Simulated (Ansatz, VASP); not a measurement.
**InGaAs2: VASP beside Ansatz**

File INCAR:

```
  PREC = Accurate
  ENCUT = 520
  EDIFF = 1E-7
  ISMEAR = 0
  SIGMA = 0.15
  LREAL = False
  LASPH = True
  NELM = 80
  ALGO = Normal
  ISIF = 2
  LWAVE = False
  LCHARG = True
  GGA = PS
  LELF = True
  LVHAR = True
  NBANDS = 26
```

KPOINTS

```
Automatic mesh
0
Gamma
  12 12 8
```

Contents of POSCAR:

```
InGaAs2
1.0
    4.0560011533      0.0000000000      0.0000000000
    0.0000000000      4.0560011533      0.0000000000
    0.0000000000      0.0000000000      5.9621480000
In Ga As
1 1 2
Direct
    0.0000000000      0.0000000000      0.5000000000
    0.5000000000      0.5000000000      0.0000000000
    0.5000000000      0.0000000000      0.7684750000
    0.0000000000      0.5000000000      0.2315250000
```

Input for Ansatz:

```yaml
crystal:
  lattice:
    - [4.0560011533, 0.0, 0.0]
    - [0.0, 4.0560011533, 0.0]
    - [0.0, 0.0, 5.962148]
  atoms:
    - { symbol: In, position: [0.0, 0.0, 0.5] }
    - { symbol: Ga, position: [0.5, 0.5, 0.0] }
    - { symbol: As, position: [0.5, 0.0, 0.768475] }
    - { symbol: As, position: [0.0, 0.5, 0.231525] }
basis:
  ecutwfc: 420
kpoints:
  mp_grid: { grid: [12, 12, 8] }
hamiltonian:
  xc: pbesol
scf:
  occupations: { method: gaussian, width: 0.15 }
output:
  forces: true
  stress: true
  eigenvalues: true
```

Change from the starting cell: strain -0.0400 x Voigt [1, 1, 0, 0, 0, 0], atoms carried along.

Alike in both runs: task single point; functional PBEsol; k mesh 12 × 12 × 8; occupations gaussian, width 0.15 eV; no spin polarisation.

|  | VASP | Ansatz |
| --- | --- | --- |
| version | VASP 6.6.1 | Ansatz 0.2.0 |
| potentials or method | VASP PAW PBE potentials, release 64 (In_d, Ga_d, As), cutoff 520 eV | scalar-relativistic, plane waves, PAW |
| valence electrons in the cell | 36 | 56 |

|  | VASP | Ansatz | Ansatz less VASP |
| --- | --- | --- | --- |
| gap on the k mesh at the Fermi level (eV) | none | none | - |
| pressure (GPa) | 2.3 | 2.2 | -0.14 |
| traceless stress, the component that is largest in VASP (GPa) | -0.95 | -0.95 | -0.004 |
| rms of the force components (eV/Å) | 0.046 | 0.046 | 0.0000 |

VASP's potentials were made for PBE, not for PBEsol. Atom by atom the forces differ by 0.000 eV/Å (rms over components). A gap of «none» marks a metal or a gap that the smearing closes. VASP's potentials hold 36 valence electrons a cell and Ansatz's 56, so a difference there can come from the potentials and not from the codes.
